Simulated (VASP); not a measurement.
# Sn (Im-3m) in VASP: further runs

Aim: see how the results for Sn move with the level of theory and the settings. Levels: RPBE, PBE, PBEsol, PBE+D3(BJ). Tasks: single point.

Program: VASP 6.6.1. These are calculated values, not measurements. Logs are shortened: lines on timing, memory, paths and dates and some standing lists are left out, and cuts for length are marked.

## (1) The cell of the first run

Symmetry: Im-3m, No. 229, cubic system. The conventional cell has a = 3.695 Å, b = 3.695 Å, c = 3.695 Å, α = 90.00°, β = 90.00°, γ = 90.00°. Sn (site symmetry m-3m) has 14 Sn at 3.20 to 3.69 Å within 4.2 Å.

## (2) Single point, RPBE

Contents of INCAR:

```
PREC     = Accurate       # precision mode
ENCUT    = 520            # plane-wave cutoff, eV
EDIFF    = 1E-6           # SCF threshold, eV
ISMEAR   = 0              # smearing method
SIGMA    = 0.1            # smearing width, eV
LREAL    = F              # projectors in reciprocal space
LASPH    = T              # aspherical terms in the spheres
NELM     = 100            # most SCF steps
ALGO     = Normal         # electronic algorithm
ISIF     = 2              # what is computed and relaxed
LWAVE    = F              # write WAVECAR
LCHARG   = T              # write CHGCAR
GGA      = RP             # functional
LELF     = T              # ELF
LVHAR    = T            
NBANDS   = 13             # bands
```

Contents of KPOINTS:

```
regular mesh
0
Gamma
  6 6 6
```

Contents of POSCAR:

```
Sn
1.0
   -1.8473789436      1.8473789436      1.8473789436
    1.8473789436     -1.8473789436      1.8473789436
    1.8473789436      1.8473789436     -1.8473789436
Sn
1
Direct
    0.0000000000      0.0000000000      0.0000000000
```

Potentials or basis: VASP PAW PBE potentials, release 64 (Sn_d).

Run with:

```bash
> cat potpaw_PBE.64/Sn_d/POTCAR > POTCAR
> mpirun -np 1 vasp_std > vasp.out
```

OUTCAR:

```text
PREC = Accurate
   ENCUT = 520
   EDIFF = 1E-6
   ISMEAR = 0
   LREAL = F
   LASPH = T
   NELM = 100
   ISIF = 2
   GGA = RP

 ion  position               nearest neighbor table
   1  0.000  0.000  0.000-

  LATTYP: Found a body centered cubic cell.
 ALAT       =     3.6947578872

  Lattice vectors:

 A1 = (  -1.8473789436,   1.8473789436,   1.8473789436)
 A2 = (   1.8473789436,  -1.8473789436,   1.8473789436)
 A3 = (   1.8473789436,   1.8473789436,  -1.8473789436)

Analysis of symmetry for initial positions (statically):
=====================================================================
 Subroutine PRICEL returns:
 Original cell was already a primitive cell.

 Routine SETGRP: Setting up the symmetry group for a
 body centered cubic supercell.

 Subroutine GETGRP returns: Found 48 space group operations
 (whereof 48 operations were pure point group operations)
 out of a pool of 48 trial point group operations.

The static configuration has the point symmetry O_h .

Analysis of symmetry for dynamics (positions and initial velocities):
=====================================================================
 Subroutine PRICEL returns:
 Original cell was already a primitive cell.

 Routine SETGRP: Setting up the symmetry group for a
 body centered cubic supercell.

 Subroutine GETGRP returns: Found 48 space group operations
 (whereof 48 operations were pure point group operations)
 out of a pool of 48 trial point group operations.

The dynamic configuration has the point symmetry O_h .

 Subroutine INISYM returns: Found 48 space group operations
 (whereof 48 operations are pure point group operations),
 and found     1 'primitive' translations

----------------------------------------------------------------------------------------

                                     Primitive cell

  volume of cell :      25.2190

  direct lattice vectors                    reciprocal lattice vectors
    -1.847378944  1.847378944  1.847378944     0.000000000  0.270653729  0.270653729
     1.847378944 -1.847378944  1.847378944     0.270653729  0.000000000  0.270653729
     1.847378944  1.847378944 -1.847378944     0.270653729  0.270653729  0.000000000

  length of vectors
     3.199754191  3.199754191  3.199754191     0.382762174  0.382762174  0.382762174

  position of ions in fractional coordinates (direct lattice)
     0.000000000  0.000000000  0.000000000

  ion indices of the primitive-cell ions
   primitive index   ion index
                 1           1

----------------------------------------------------------------------------------------

 KPOINTS: regular mesh

Automatic generation of k-mesh.
 Grid dimensions read from file:
 generate k-points for:    6    6    6

 Generating k-lattice:

  Cartesian coordinates                     Fractional coordinates (reciprocal lattice)
     0.000000000  0.045108955  0.045108955     0.166666667  0.000000000  0.000000000
     0.045108955  0.000000000  0.045108955     0.000000000  0.166666667  0.000000000
     0.045108955  0.045108955  0.000000000     0.000000000  0.000000000  0.166666667

  Length of vectors
     0.063793696  0.063793696  0.063793696

  Shift w.r.t. Gamma in fractional coordinates (k-lattice)
     0.000000000  0.000000000  0.000000000

 Subroutine IBZKPT returns following result:
 ===========================================

 Found     16 irreducible k-points:

 Following reciprocal coordinates:
            Coordinates               Weight
  0.000000  0.000000  0.000000      1.000000
  0.166667  0.000000  0.000000     12.000000
  0.333333  0.000000  0.000000     12.000000
  0.500000  0.000000  0.000000      6.000000
  0.166667  0.166667  0.000000     24.000000
  0.333333  0.166667  0.000000     48.000000
[... 8 lines left out ...]
  0.500000  0.500000  0.333333     12.000000
  0.500000  0.500000  0.500000      1.000000
   k-points           NKPTS =     16   k-points in BZ     NKDIM =     16   number of bands    NBANDS=     13
   number of dos      NEDOS =    301   number of ions     NIONS =      1
   total plane-waves  NPLWV =  13824
   dimension x,y,z NGX =    24 NGY =   24 NGZ =   24
   dimension x,y,z NGXF=    48 NGYF=   48 NGZF=   48
   ions per type =               1
   NGX,Y,Z   is equivalent  to a cutoff of  12.47, 12.47, 12.47 a.u.
   NGXF,Y,Z  is equivalent  to a cutoff of  24.94, 24.94, 24.94 a.u.
 SYSTEM =  unknown system
   PREC   = accura    normal or accurate (medium, high low for compatibility)
   ISTART =      0    job   : 0-new  1-cont  2-samecut
   ICHARG =      2    charge: 1-file 2-atom 10-const
   ISPIN  =      1    spin polarized calculation?
   LNONCOLLINEAR =      F non collinear calculations
   LSORBIT =      F    spin-orbit coupling
   LASPH  =      T    aspherical Exc in radial PAW
   ENCUT  =  520.0 eV  38.22 Ry    6.18 a.u.   5.95  5.95  5.95*2*pi/ulx,y,z
   NELM   =    100;   NELMIN=  2; NELMDL= -5     # of ELM steps
   EDIFF  = 0.1E-05   stopping-criterion for ELM
   LREAL  =      F    real-space projection
[... 7 lines left out ...]
   TEBEG  =    0.0;   TEEND  =   0.0 temperature during run
   PSTRESS=    0.0 pullay stress
   NELECT =      14.0000    total number of electrons
   NUPDOWN=      -1.0000    fix difference up-down
   EMIN   =  10.00;   EMAX   =-10.00  energy-range for DOS
   EFERMI =   0.00;   METHOD = LEGACY
   ISMEAR =     0;   SIGMA  =   0.10  broadening in eV -4-tet -1-fermi 0-gaus
   EFERMI_NEDOS =   21; number of points for ismear=-14 and -15
   IALGO  =     38    algorithm
   IMIX   =      4    mixing-type and parameters
     AMIX     =   0.40;   BMIX     =  1.00
     AMIX_MAG =   1.60;   BMIX_MAG =  1.00
  volume/ion in A,a.u.               =      25.22       170.19
  Fermi-wavevector in a.u.,A,eV,Ry     =   1.345473  2.542575 24.630579  1.810297
  Thomas-Fermi vector in A             =   2.473383
   LORBIT       =      0    0 simple, 1 ext, 2 COOP (PROOUT), +10 PAW based schemes
   GGA     = RP    functional components
   LHFCALC =     F    Hartree Fock is set to
   AEXX    =    0.0000 exact exchange contribution
   IVDW    =     0    specifies the selected vdW correction
   LEPSILON=     F    determine dielectric tensor
   LRPA    =     F    only Hartree local field effects (RPA)
 non-spin polarized calculation
 Gauss-broadening in eV      SIGMA  =   0.10
  energy-cutoff  :      520.00
  volume of cell :       25.22
 maximum number of plane-waves:       687
   NGX = 11   NGY = 11   NGZ = 11

 number of electron      14.0000001 magnetization

 Free energy of the ion-electron system (eV)
  ---------------------------------------------------
  ext. energy  EPLUGINS =         0.00000000
  ---------------------------------------------------
  free energy    TOTEN  =        -3.37134843 eV

  energy without entropy =       -3.36885174  energy(sigma->0) =       -3.37010009

 E-fermi :   9.2696     XC(G=0): -10.6455

 val. band max:        8.7337587787   @ k =  -0.3333   0.3333   0.1667
 cond. band min:       9.3172605830   @ k =   0.5000   0.5000   0.3333
 fundamental gap:      0.5835018043
 Fermi energy:         9.2695669554

 k-point     1 :       0.0000    0.0000    0.0000
  band No.  band energies     occupation
      1     -12.5281      2.00000
      2     -12.5281      2.00000
      3     -12.5281      2.00000
      4     -12.3567      2.00000
      5     -12.3567      2.00000
      6      -2.4912      2.00000
      7      17.9078      0.00000
      8      17.9078      0.00000
      9      17.9078      0.00000
     10      21.3634      0.00000
     11      21.3634      0.00000
     12      21.3634      0.00000
     13      22.4200      0.00000

 k-point     2 :       0.1667    0.0000    0.0000
  band No.  band energies     occupation
      1     -12.5427      2.00000
      2     -12.5101      2.00000
      3     -12.4605      2.00000
      4     -12.3714      2.00000
      5     -12.3584      2.00000
      6      -1.8439      2.00000
      7      13.7040      0.00000
      8      15.9672      0.00000
      9      16.9552      0.00000
     10      19.1636      0.00000
     11      19.4409      0.00000
     12      21.2101      0.00000
     13      23.5239      0.00000

 k-point     3 :       0.3333    0.0000    0.0000
  band No.  band energies     occupation
      1     -12.5720      2.00000
      2     -12.5015      2.00000
      3     -12.3776      2.00000
      4     -12.3616      2.00000
      5     -12.3225      2.00000
      6       0.1026      2.00000
      7       8.1660      2.00000
      8      13.8353      0.00000
      9      15.4578      0.00000
     10      17.9254      0.00000
     11      18.0674      0.00000
     12      22.8934      0.00000
     13      24.5962      0.00000
[... 177 lines left out ...]
 k-point    15 :       0.5000    0.5000    0.3333
  band No.  band energies     occupation
      1     -12.5279      2.00000
      2     -12.5121      2.00000
      3     -12.3571      2.00000
      4     -12.3191      2.00000
      5     -12.2712      2.00000
      6       4.9996      2.00000
      7       6.8633      2.00000
      8       9.3173      0.50000
      9      10.8417      0.00000
     10      14.6957      0.00000
     11      15.6749      0.00000
     12      24.9829      0.00000
     13      26.1358      0.00000

 k-point    16 :       0.5000    0.5000    0.5000
  band No.  band energies     occupation
      1     -12.5597      2.00000
      2     -12.5597      2.00000
      3     -12.2776      2.00000
      4     -12.2776      2.00000
      5     -12.2776      2.00000
      6       7.2148      2.00000
      7       8.5910      2.00000
      8       8.5910      2.00000
      9       8.5910      2.00000
     10      12.9101      0.00000
     11      12.9101      0.00000
     12      27.7222      0.00000
     13      30.8957      0.00000

------------------------ aborting loop because EDIFF is reached ----------------------------------------

  FORCE on cell =-STRESS in cart. coord.  units (eV):
  Direction    XX          YY          ZZ          XY          YZ          ZX
  --------------------------------------------------------------------------------------
  -------------------------------------------------------------------------------------
  Total        1.1477798      1.1477798      1.1477798     -0.0000000     -0.0000000     -0.0000000
  in kB       72.9190843     72.9190843     72.9190843     -0.0000000     -0.0000000     -0.0000000
  external PRESSURE =      72.9190843 kB  Pullay stress =       0.0000000 kB

 VOLUME and BASIS-vectors are now :
 -----------------------------------------------------------------------------
  energy-cutoff  :      520.00
  volume of cell :       25.22
      direct lattice vectors                 reciprocal lattice vectors
    -1.847378944  1.847378944  1.847378944     0.000000000  0.270653729  0.270653729
     1.847378944 -1.847378944  1.847378944     0.270653729  0.000000000  0.270653729
     1.847378944  1.847378944 -1.847378944     0.270653729  0.270653729  0.000000000

 POSITION                                       TOTAL-FORCE (eV/Angst)
 -----------------------------------------------------------------------------------
      0.00000      0.00000      0.00000         0.000000      0.000000      0.000000
 -----------------------------------------------------------------------------------
    total drift:                               -0.000000     -0.000000      0.000000

  FREE ENERGIE OF THE ION-ELECTRON SYSTEM (eV)
  ---------------------------------------------------
  free  energy   TOTEN  =        -3.3713484314 eV

  energy  without entropy=       -3.3688517428  energy(sigma->0) =       -3.37010009
```

Run time: 6.1 s. Hardware: 1 thread of AMD EPYC 7R43 (Zen 3), shared host; peak memory 0.1 GiB.

What came out:

- Free energy: -3.3713 eV
- Pressure: 7.3 GPa
- Band gap on the k mesh: zero (band 7 reaches 17.91 eV, above the bottom of band 8 at 6.42 eV)

Caveat: the k points lie up to 0.40 Å⁻¹ apart; the PAW data sets were made with another functional, which shifts forces and pressure a little; spin-orbit coupling is left out, which moves the levels of the heavy elements.

## (3) Single point, PBE

This run uses another cell than the first one, of 27.20 Å³/atom, 1.079 times its volume.

Contents of INCAR:

```
PREC = Accurate
ENCUT = 520
EDIFF = 1E-6
ISMEAR = 0
SIGMA = 0.1
LREAL = F
LASPH = T
NELM = 60
ALGO = Normal
ISIF = 2
LWAVE = F
LCHARG = F
GGA = PE
NBANDS = 13
```

KPOINTS is that of step 2.

Contents of POSCAR:

```
Sn
1.0
   -1.8946518192      1.8946518192      1.8946518192
    1.8946518192     -1.8946518192      1.8946518192
    1.8946518192      1.8946518192     -1.8946518192
Sn
1
Direct
    0.0000000000      0.0000000000      0.0000000000
```

Potentials or basis: VASP PAW PBE potentials, release 64 (Sn_d).

Run with:

```bash
> cat potpaw_PBE.64/Sn_d/POTCAR > POTCAR
> mpirun -np 1 vasp_std > vasp.out
```

Wall time 5.2 s (1 thread of AMD EPYC 7R43 (Zen 3), shared host); peak memory 0.1 GiB.

The run converged. Its results:

```
Free energy            : -3.8012 eV
Pressure               : 0.7 GPa
Band gap on the k mesh : zero (band 7 reaches 16.04 eV, above the bottom of band 8 at 5.62 eV)
```

Levels at points of the mesh, in eV from the Fermi level:
| k point | band 5 | band 6 | band 7 | band 8 | band 9 | band 10 |
| --- | --- | --- | --- | --- | --- | --- |
| (0.00, 0.00, 0.00) | -21.57 | -11.23 | 7.81 | 7.81 | 7.81 | 11.97 |
| (0.50, 0.00, 0.00) | -21.49 | -6.56 | -4.56 | 3.46 | 5.29 | 7.80 |
| (0.50, 0.50, 0.50) | -21.51 | -2.62 | -0.62 | -0.62 | -0.62 | 3.69 |

Caveat: the k points lie up to 0.39 Å⁻¹ apart; spin-orbit coupling is left out, which moves the levels of the heavy elements.

## (4) Single point, PBE

This run uses another cell than the first one, of 27.20 Å³/atom, 1.079 times its volume.

Contents of INCAR:

```
SYSTEM = Sn
  PREC = Accurate
  ENCUT = 520
  EDIFF = 1E-6
  ISMEAR = 0
  SIGMA = 0.1
  LREAL = .False.
  LASPH = .True.
  NELM = 100
  ALGO = Normal
  ISIF = 2
  LWAVE = .False.
  LCHARG = .False.
  GGA = PE
  NBANDS = 13
```

Contents of KPOINTS:

```
regular mesh
0
Gamma
  6 6 6
  0 0 0
```

Edit POSCAR of step 3 so:

```diff
@@ -8,2 +8,2 @@
 Direct
-    0.0000000000      0.0000000000      0.0000000000
+    1.0000000000      0.2110000000      0.7160000000
```

Run with:

```bash
> cat potpaw_PBE.64/Sn_d/POTCAR > POTCAR
> mpirun -np 1 vasp_std > vasp.out
```

It took 5.1 s on 1 thread of AMD EPYC 7R43 (Zen 3), shared host; peak memory 0.1 GiB.

Results (log left out):

```yaml
Free_energy: -3.8012 eV
Pressure: 0.7 GPa
Band_gap_on_the_k_mesh: zero (band 7 reaches 16.04 eV, above the bottom of band 8 at 5.62 eV)
```

Levels at points of the mesh, in eV from the Fermi level:
| k point | band 5 | band 6 | band 7 | band 8 | band 9 | band 10 |
| --- | --- | --- | --- | --- | --- | --- |
| (0.00, 0.00, 0.00) | -21.57 | -11.23 | 7.81 | 7.81 | 7.81 | 11.97 |
| (0.50, 0.00, 0.00) | -21.49 | -6.56 | -4.56 | 3.46 | 5.29 | 7.80 |
| (0.50, 0.50, 0.50) | -21.51 | -2.62 | -0.62 | -0.62 | -0.62 | 3.69 |

Caveat: the k points lie up to 0.39 Å⁻¹ apart; spin-orbit coupling is left out, which moves the levels of the heavy elements.

## (5) Single point, PBEsol

This run uses another cell than the first one, of 27.20 Å³/atom, 1.079 times its volume.

Contents of INCAR:

```
SYSTEM = Sn
PREC = Accurate
ENCUT = 520
EDIFF = 1E-7
ISMEAR = 0
SIGMA = 0.1
LREAL = .False.
LASPH = .True.
NELM = 60
ALGO = Normal
ISIF = 2
LWAVE = .False.
LCHARG = .False.
GGA = PS
NELECT = 14.5
NBANDS = 13
```

KPOINTS is that of step 4.

Edit POSCAR of step 4 so:

```diff
@@ -8,2 +8,2 @@
 Direct
-    1.0000000000      0.2110000000      0.7160000000
+    0.0000000000      0.0000000000      0.0000000000
```

Run with:

```bash
> cat potpaw_PBE.64/Sn_d/POTCAR > POTCAR
> mpirun -np 1 vasp_std > vasp.out
```

Wall time 6.3 s (1 thread of AMD EPYC 7R43 (Zen 3), shared host); peak memory 0.1 GiB.

The run converged. Its results:

| Property | Result |
| --- | --- |
| Free energy | 0.0170 eV |

Levels at points of the mesh, in eV from the Fermi level:
```tsv
k point	band 5	band 6	band 7	band 8	band 9	band 10
(0.00, 0.00, 0.00)	-22.11	-12.11	6.99	6.99	6.99	11.00
(0.50, 0.00, 0.00)	-22.02	-7.40	-5.49	2.60	4.39	6.88
(0.50, 0.50, 0.50)	-22.04	-3.42	-1.50	-1.50	-1.50	2.72
```

Caveat: the k points lie up to 0.39 Å⁻¹ apart; the cell carries a net charge on a neutralising background, which shifts energy and pressure; the cell is charged against a uniform background, so pressure and absolute levels hang on convention; the PAW data sets were made with another functional, which shifts forces and pressure a little; spin-orbit coupling is left out, which moves the levels of the heavy elements.

## (6) Single point, PBE+D3(BJ)

This run uses another cell than the first one, of 27.20 Å³/atom, 1.079 times its volume.

Contents of INCAR:

```
SYSTEM = Sn
PREC = Accurate
ENCUT = 520
EDIFF = 1E-6
ISMEAR = 0
SIGMA = 0.21
LREAL = .FALSE.
LASPH = .TRUE.
NELM = 80
ALGO = Fast
ISIF = 2
LWAVE = .FALSE.
LCHARG = .TRUE.
GGA = PE
IVDW = 12
LELF = .TRUE.
LVHAR = .TRUE.
NBANDS = 13
```

Contents of KPOINTS:

```
Automatic mesh
0
G
  6 6 6
  0 0 0
```

POSCAR is that of step 5.

Potentials or basis: VASP PAW PBE potentials, release 64 (Sn_d).

Run with:

```bash
> cat potpaw_PBE.64/Sn_d/POTCAR > POTCAR
> mpirun -np 1 vasp_std > vasp.out
```

Wall time 8.8 s (1 thread of AMD EPYC 7R43 (Zen 3), shared host); peak memory 0.11 GiB.

It converged, with:

* Free energy: -4.1883 eV
* Pressure: -1.5 GPa
* Band gap on the k mesh: zero (band 7 reaches 16.04 eV, above the bottom of band 8 at 5.62 eV)
* Dispersion energy per atom: -0.384 eV

Levels at points of the mesh, in eV from the Fermi level:
```tsv
k point	band 4	band 5	band 6	band 7	band 8	band 9	band 10	band 11
(0.00, 0.00, 0.00)	-21.52	-21.52	-11.17	7.87	7.87	7.87	12.02	12.02
(0.50, 0.00, 0.00)	-21.53	-21.44	-6.50	-4.51	3.51	5.35	7.86	8.15
(0.50, 0.50, 0.50)	-21.46	-21.46	-2.57	-0.57	-0.57	-0.57	3.74	3.74
```

Caveat: the k points lie up to 0.39 Å⁻¹ apart; three body term missing; spin-orbit coupling is left out, which moves the levels of the heavy elements; pairwise dispersion overbinds metals, which lowers pressure and volume.

## (7) Overview

| level | cell | smearing | gap on the mesh (eV) | pressure (GPa) |
| --- | --- | --- | --- | --- |
| RPBE | a = 3.200 Å, angles 109.5°, 1 atom | gaussian 0.1 eV | none | 7.3 |
| PBE | a = 3.282 Å, angles 109.5°, 1 atom | gaussian 0.1 eV | none | 0.7 |
| PBE+D3(BJ) | a = 3.282 Å, angles 109.5°, 1 atom | gaussian 0.21 eV | none | -1.5 |

Alike in all rows: task single point; potentials or basis VASP PAW PBE potentials, release 64 (Sn_d); no spin polarisation; k mesh 6 × 6 × 6; cutoff (eV) 520.

Caveats: all runs use coarse meshes; spin-orbit coupling is left out, which moves the levels of the heavy elements; the PAW data sets were made with another functional, which shifts forces and pressure a little (some runs); three body term missing (some runs); pairwise dispersion overbinds metals, which lowers pressure and volume (some runs).

Absolute energies hang on the potentials; compare differences alone.
